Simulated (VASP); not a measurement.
# GaP (I-4m2) in VASP: G0W0 quasiparticle levels with PBEsol

Aim: the G0W0 quasiparticle levels of GaP with PBEsol.

All numbers are computed with VASP 6.6.1; they aren't measurements. Logs are shortened: lines on timing, memory, paths and dates and some standing lists are left out, and cuts for length are marked.

## Step 1: The cell of the first run

The structure is tetragonal, space group I-4m2 (No. 119). Conventional cell: a = 3.858 Å, b = 3.858 Å, c = 5.384 Å, α = 90.00°, β = 90.00°, γ = 90.00°. Ga (site symmetry -4m2) has 4 P at 2.35 Å within 3.1 Å. Within 3.1 Å of P (site symmetry -4m2) lie 4 Ga at 2.35 Å.

## Step 2: G0W0 quasiparticle levels, PBEsol

File POSCAR:

```
GaP
1.0
    0.0000000000      2.7277788672      2.6920326074
    2.7277788672      0.0000000000      2.6920326074
    2.7277788672      2.7277788672      0.0000000000
Ga P
1 1
Direct
    0.0000000000      0.0000000000      0.0000000000
    0.2500000000      0.2500000000      0.2500000000
```

File INCAR.step1:

```
PREC = Accurate ; ENCUT = 500
EDIFF = 1E-8 ; ISMEAR = 0
SIGMA = 0.01 ; LREAL = False
LASPH = True ; NELM = 100
ALGO = Normal ; LWAVE = True
LCHARG = False ; GGA = PS
```

File INCAR.step2:

```
PREC = Accurate ; ENCUT = 500
EDIFF = 1E-8 ; ISMEAR = 0
SIGMA = 0.01 ; LREAL = False
LASPH = True ; NELM = 1
ALGO = Exact ; LWAVE = True
LCHARG = False ; GGA = PS
NBANDS = 228 ; LOPTICS = True
ISTART = 1
```

File INCAR.step3:

```
PREC = Accurate ; ENCUT = 500
EDIFF = 1E-8 ; ISMEAR = 0
SIGMA = 0.01 ; LREAL = False
LASPH = True ; ALGO = EVGW0
LWAVE = False ; LCHARG = False
GGA = PS ; NELMGW = 1
NBANDS = 228 ; ENCUTGW = 180.0
NOMEGA = 96 ; PRECFOCK = Fast
ISTART = 1 ; NBANDSGW = 17
OMEGAMAX = 20
```

File KPOINTS:

```
Automatic mesh
0
Gamma
  4 4 4
```

Potentials or basis: VASP PAW PBE potentials, release 64 (Ga_d_GW, P_GW).

Command:

```
$ cat potpaw_PBE.64/Ga_d_GW/POTCAR potpaw_PBE.64/P_GW/POTCAR > POTCAR
$ cp INCAR.step1 INCAR
$ mpirun -np 1 vasp_std > vasp.out
$ cp INCAR.step2 INCAR
$ mpirun -np 1 vasp_std > vasp.out
$ cp INCAR.step3 INCAR
$ mpirun -np 1 vasp_std > vasp.out
```

OUTCAR:

```text
PREC = Accurate
   ENCUT = 500
   EDIFF = 1E-8
   ISMEAR = 0
   LREAL = False
   LASPH = True
   GGA = PS
   NELMGW = 1
   ENCUTGW = 180.0
   PRECFOCK = Fast
   ISTART = 1

 ion  position               nearest neighbor table
   1  0.000  0.000  0.000-   2 2.35   2 2.35   2 2.35   2 2.35
   2  0.250  0.250  0.250-   1 2.35   1 2.35   1 2.35   1 2.35

  LATTYP: Found a body centered tetragonal cell.
 ALAT       =     3.8576618691
 C/A-ratio  =     1.3956809584

  Lattice vectors:

 A1 = (   0.0000000000,  -2.7277788672,  -2.6920326074)
 A2 = (   0.0000000000,   2.7277788672,  -2.6920326074)
 A3 = (   2.7277788672,   0.0000000000,   2.6920326074)

Analysis of symmetry for initial positions (statically):
=====================================================================
 Subroutine PRICEL returns:
 Original cell was already a primitive cell.

 Routine SETGRP: Setting up the symmetry group for a
 body centered tetragonal supercell.

 Subroutine GETGRP returns: Found  8 space group operations
 (whereof  8 operations were pure point group operations)
 out of a pool of 16 trial point group operations.

The static configuration has the point symmetry D_2d.

Analysis of symmetry for dynamics (positions and initial velocities):
=====================================================================
 Subroutine PRICEL returns:
 Original cell was already a primitive cell.

 Routine SETGRP: Setting up the symmetry group for a
 body centered tetragonal supercell.

 Subroutine GETGRP returns: Found  8 space group operations
 (whereof  8 operations were pure point group operations)
 out of a pool of 16 trial point group operations.

The dynamic configuration has the point symmetry D_2d.

 Subroutine INISYM returns: Found  8 space group operations
 (whereof  8 operations are pure point group operations),
 and found     1 'primitive' translations

----------------------------------------------------------------------------------------

                                     Primitive cell

  volume of cell :      40.0616

  direct lattice vectors                    reciprocal lattice vectors
     0.000000000  2.727778867  2.692032607    -0.183299316  0.183299316  0.185733263
     2.727778867  0.000000000  2.692032607     0.183299316 -0.183299316  0.185733263
     2.727778867  2.727778867  0.000000000     0.183299316  0.183299316 -0.185733263

  length of vectors
     3.832468801  3.832468801  3.857661869     0.318895160  0.318895160  0.318895160

  position of ions in fractional coordinates (direct lattice)
     0.000000000  0.000000000  0.000000000
     0.250000000  0.250000000  0.250000000

  ion indices of the primitive-cell ions
   primitive index   ion index
                 1           1
                 2           2

----------------------------------------------------------------------------------------

 KPOINTS: Automatic mesh

Automatic generation of k-mesh.
 Grid dimensions read from file:
 generate k-points for:    4    4    4

 Generating k-lattice:

  Cartesian coordinates                     Fractional coordinates (reciprocal lattice)
    -0.045824829  0.045824829  0.046433316     0.250000000  0.000000000  0.000000000
     0.045824829 -0.045824829  0.046433316     0.000000000  0.250000000  0.000000000
     0.045824829  0.045824829 -0.046433316     0.000000000  0.000000000  0.250000000

  Length of vectors
     0.079723790  0.079723790  0.079723790

  Shift w.r.t. Gamma in fractional coordinates (k-lattice)
     0.000000000  0.000000000  0.000000000

 Subroutine IBZKPT returns following result:
 ===========================================

 Found     13 irreducible k-points:

 Following reciprocal coordinates:
            Coordinates               Weight
  0.000000  0.000000  0.000000      1.000000
  0.250000  0.000000  0.000000      8.000000
  0.500000  0.000000  0.000000      4.000000
  0.250000  0.250000  0.000000      2.000000
  0.500000  0.250000  0.000000      8.000000
 -0.250000  0.250000  0.000000      4.000000
  0.500000  0.500000  0.000000      1.000000
  0.250000  0.000000  0.250000      4.000000
  0.500000  0.000000  0.250000     16.000000
 -0.250000  0.000000  0.250000      8.000000
 -0.250000  0.500000  0.250000      4.000000
  0.500000  0.000000  0.500000      2.000000
 -0.250000  0.250000  0.500000      2.000000
   k-points           NKPTS =     13   k-points in BZ     NKDIM =     64   number of bands    NBANDS=    228
   number of dos      NEDOS =    301   number of ions     NIONS =      2
   total plane-waves  NPLWV =  21952
   dimension x,y,z NGX =    28 NGY =   28 NGZ =   28
   dimension x,y,z NGXF=    56 NGYF=   56 NGZF=   56
   ions per type =               1   1
   NGX,Y,Z   is equivalent  to a cutoff of  12.15, 12.15, 12.07 a.u.
   NGXF,Y,Z  is equivalent  to a cutoff of  24.29, 24.29, 24.13 a.u.
 SYSTEM =  unknown system
   PREC   = accura    normal or accurate (medium, high low for compatibility)
   ISTART =      1    job   : 0-new  1-cont  2-samecut
   ICHARG =      0    charge: 1-file 2-atom 10-const
   ISPIN  =      1    spin polarized calculation?
   LNONCOLLINEAR =      F non collinear calculations
   LSORBIT =      F    spin-orbit coupling
   LASPH  =      T    aspherical Exc in radial PAW
   ENCUT  =  500.0 eV  36.75 Ry    6.06 a.u.   6.99  6.99  7.03*2*pi/ulx,y,z
   NELM   =     60;   NELMIN=  2; NELMDL=  0     # of ELM steps
   EDIFF  = 0.1E-07   stopping-criterion for ELM
   LREAL  =      F    real-space projection
   EDIFFG = 0.1E-06   stopping-criterion for IOM
   NSW    =      0    number of steps for IOM
   IBRION =     -1    ionic relax: 0-MD 1-quasi-New 2-CG
   NFREE  =      0    steps in history (QN), initial steepest desc. (CG)
   ISIF   =      0    stress and relaxation
   ISYM   =      3    0-nonsym 1-usesym 2-fastsym
   POTIM  = 0.5000    time-step for ionic-motion
   TEBEG  =    0.0;   TEEND  =   0.0 temperature during run
   PSTRESS=    0.0 pullay stress
   NELECT =      18.0000    total number of electrons
   NUPDOWN=      -1.0000    fix difference up-down
   EMIN   =  10.00;   EMAX   =-10.00  energy-range for DOS
   EFERMI =   0.00;   METHOD = LEGACY
   ISMEAR =     0;   SIGMA  =   0.01  broadening in eV -4-tet -1-fermi 0-gaus
   EFERMI_NEDOS =   21; number of points for ismear=-14 and -15
   IALGO  =     38    algorithm
   IMIX   =      4    mixing-type and parameters
     AMIX     =   0.40;   BMIX     =  1.00
     AMIX_MAG =   1.60;   BMIX_MAG =  1.00
  volume/ion in A,a.u.               =      20.03       135.17
  Fermi-wavevector in a.u.,A,eV,Ry     =   1.253880  2.369490 21.391299  1.572216
  Thomas-Fermi vector in A             =   2.387712
   LORBIT       =      0    0 simple, 1 ext, 2 COOP (PROOUT), +10 PAW based schemes
   GGA     = PS    functional components
   LHFCALC =     T    Hartree Fock is set to
   PRECFOCK=fast      Normal, Fast or Accurate (Low or Medium for compatibility)
   ENCUT4O =  -1.0   cutoff for four orbital integrals eV
   NKREDX  =     1    reduce k-point grid by
   NKREDY  =     1    reduce k-point grid by
   NKREDZ  =     1    reduce k-point grid by
   AEXX    =    1.0000 exact exchange contribution
   HFSCREEN=    0.0000 screening length (either q_TF or 0.3 A-1)
   HFSCREENC=   0.0000 screening length for correlation (either q_TF or 0.3 A-1)
   ENCUTFOCK=  -1.0 apply spherical cutoff to Coloumb kernel
   IVDW    =     0    specifies the selected vdW correction
   LEPSILON=     F    determine dielectric tensor
   LRPA    =     F    only Hartree local field effects (RPA)
   LRPAFORCE           =     F    calculate RPA forces
   ENCUTGW             = 180.0    cutoff for response function in eV
   ENCUTGWSOFT         = 144.0    soft cutoff for Coulomb kernel in GW response function in eV
   ENCUTLF             =  -1.0    cutoff for local field effects
   NELMGW              =     1    number of iterations in solving QP/BSE equation
   NELMHF              =     1    number of iterations in the inner HF iteration
   NKREDLFX            =     1    NKREDLFY  =   1   NKREDLFZ  =   1
 non-spin polarized calculation
 Gauss-broadening in eV      SIGMA  =   0.01
  energy-cutoff  :      500.00
  volume of cell :       40.06
 maximum number of plane-waves:      1028
  NGX = 16; NGY = 16; NGZ = 16
   NGX = 13   NGY = 13   NGZ = 13
 maximum number of plane-waves:       228

 QP shifts <psi_nk| G(iteration)W_0 |psi_nk>: iteration 1
 for sc-GW calculations column KS-energies equals QP-energies in previous step
 and V_xc(KS)=  KS-energies - (<T + V_ion + V_H > + <T+V_H+V_ion>^1  + <V_x>^1)

 k-point   1 :       0.0000    0.0000    0.0000
  band No.  KS-energies  QP-energies   sigma(KS)   V_xc(KS)     V^pw_x(r,r')   Z            occupation Imag(sigma)

      1     -10.1865     -12.4140     -24.8973     -21.6419     -34.9632       0.6843       2.0000       0.1694
      2     -10.1865     -12.4140     -24.8973     -21.6419     -34.9632       0.6843       2.0000       0.1694
      3     -10.1825     -12.4095     -24.9005     -21.6454     -34.9697       0.6842       2.0000       0.1703
      4     -10.0830     -12.3529     -25.0640     -21.7690     -35.1064       0.6889       2.0000       0.1371
      5     -10.0830     -12.3529     -25.0640     -21.7690     -35.1064       0.6889       2.0000       0.1371
      6      -8.1879      -8.7110     -12.2222     -11.4187     -18.6688       0.6510       2.0000       0.9728
[... 9 lines left out ...]
     16      14.2214      14.4513     -10.6504     -10.9612      -5.0101       0.7399       0.0000      -0.2464
     17      16.5859      16.5392      -8.5585      -8.4960      -2.4704       0.7470       0.0000      -0.4617

 k-point   2 :       0.2500    0.0000    0.0000
  band No.  KS-energies  QP-energies   sigma(KS)   V_xc(KS)     V^pw_x(r,r')   Z            occupation Imag(sigma)

      1     -10.2307     -12.4056     -24.6008     -21.4082     -34.6156       0.6812       2.0000       0.1902
      2     -10.1714     -12.3988     -24.9270     -21.6696     -34.9968       0.6838       2.0000       0.1675
      3     -10.1689     -12.3987     -24.9318     -21.6721     -35.0039       0.6840       2.0000       0.1680
      4     -10.0835     -12.3506     -25.0664     -21.7721     -35.1125       0.6882       2.0000       0.1373
      5     -10.0807     -12.3455     -25.0627     -21.7702     -35.1096       0.6879       2.0000       0.1366
      6      -7.3955      -7.9623     -12.6247     -11.7910     -18.8752       0.6799       2.0000       0.9133
[... 9 lines left out ...]
     16      14.1500      14.1691      -8.2656      -8.2907      -2.5388       0.7557       0.0000      -0.3086
     17      17.3790      17.4883      -9.3028      -9.4495      -3.0001       0.7454       0.0000      -0.5292

 k-point   3 :       0.5000    0.0000    0.0000
  band No.  KS-energies  QP-energies   sigma(KS)   V_xc(KS)     V^pw_x(r,r')   Z            occupation Imag(sigma)
[... 190 lines left out ...]
      1     -10.3055     -12.4427     -24.4061     -21.2584     -34.3993       0.6790       2.0000       0.2052
      2     -10.1186     -12.3690     -25.0105     -21.7387     -35.0804       0.6878       2.0000       0.1571
      3     -10.1186     -12.3690     -25.0105     -21.7387     -35.0804       0.6878       2.0000       0.1571
      4     -10.1186     -12.3690     -25.0105     -21.7387     -35.0804       0.6878       2.0000       0.1571
      5     -10.0617     -12.3392     -25.1022     -21.8109     -35.1643       0.6920       2.0000       0.1349
      6      -5.1487      -5.7237     -13.5029     -12.6686     -19.1093       0.6892       2.0000       0.6518
[... 9 lines left out ...]
     16      17.2649      17.4202     -11.0906     -11.2953      -4.7041       0.7585       0.0000      -0.5559
     17      17.3186      17.4530     -11.0183     -11.1953      -4.6288       0.7592       0.0000      -0.5579

 k-point  13 :      -0.2500    0.2500    0.5000
  band No.  KS-energies  QP-energies   sigma(KS)   V_xc(KS)     V^pw_x(r,r')   Z            occupation Imag(sigma)

      1     -10.2857     -12.4135     -24.4152     -21.2740     -34.4152       0.6774       2.0000       0.2063
      2     -10.1458     -12.3943     -24.9918     -21.7220     -35.0682       0.6877       2.0000       0.1624
      3     -10.1240     -12.3682     -25.0042     -21.7379     -35.0850       0.6871       2.0000       0.1619
      4     -10.0974     -12.3555     -25.0246     -21.7397     -35.0704       0.6874       2.0000       0.1404
      5     -10.0763     -12.3424     -25.0698     -21.7800     -35.1222       0.6888       2.0000       0.1360
      6      -5.0427      -5.6365     -13.7150     -12.8591     -19.3236       0.6938       2.0000       0.6364
[... 9 lines left out ...]
     16      17.9443      18.1923     -10.9562     -11.2929      -4.0609       0.7367       0.0000      -0.6300
     17      18.1039      18.1954     -10.2716     -10.3930      -3.7317       0.7542       0.0000      -0.6302
```

Run time: 6.1 min. Hardware: 1 thread of AMD EPYC 9R45 (Zen 5), shared host; peak memory 0.57 GiB.

What came out:

```yaml
Quasiparticle_gap: 2.00 eV
Least_direct_quasiparticle_gap: 2.70 eV
Band_gap_of_the_starting_levels_on_the_mesh: 1.35 eV
Least_direct_gap_of_the_starting_levels_on_the_mesh: 1.77 eV
```

Caveat: the k points lie up to 0.50 Å⁻¹ apart; bands, screening cutoff and mesh are small and nothing is extrapolated, so the quasiparticle values aren't converged.
